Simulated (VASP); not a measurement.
GaN, 2 atoms in the cell. It takes space group F-43m (No. 216, cubic). The conventional cell has a = 4.447 Å, b = 4.447 Å, c = 4.447 Å, α = 90.00°, β = 90.00°, γ = 90.00°. Within 2.6 Å of Ga (site symmetry -43m) lie 4 N at 1.93 Å. Within 2.6 Å of N (site symmetry -43m) lie 4 Ga at 1.93 Å. 

- Program: VASP 6.6.1
- Task: vibrations by perturbation theory
- Functional: PBEsol
- Potentials or basis: VASP PAW PBE potentials, release 64 (Ga_d, N)
- Cutoff: 520 eV
- k mesh: 10 × 10 × 10
- Occupations: gaussian, width 0.01 eV
- Spin: no spin polarisation
- Dipole correction: no
- Further INCAR settings: ALGO = Normal; EDIFF = 1e-08; IBRION = 8; NSW = 1

Potentials or basis: VASP PAW PBE potentials, release 64 (Ga_d, N).

The run is started by

```console
$ cat potpaw_PBE.64/Ga_d/POTCAR potpaw_PBE.64/N/POTCAR > POTCAR
$ mpirun -np 1 vasp_std > vasp.out
```

Hardware: 1 thread of Intel Xeon 8259CL (shared host).

Problem. Estimate the wall time of this run.

Solution. Run time: 2.6 min on 1 thread of Intel Xeon 8259CL, on a shared host, peak memory 0.22 GiB. Counts: scf iterations 49, k points 47.
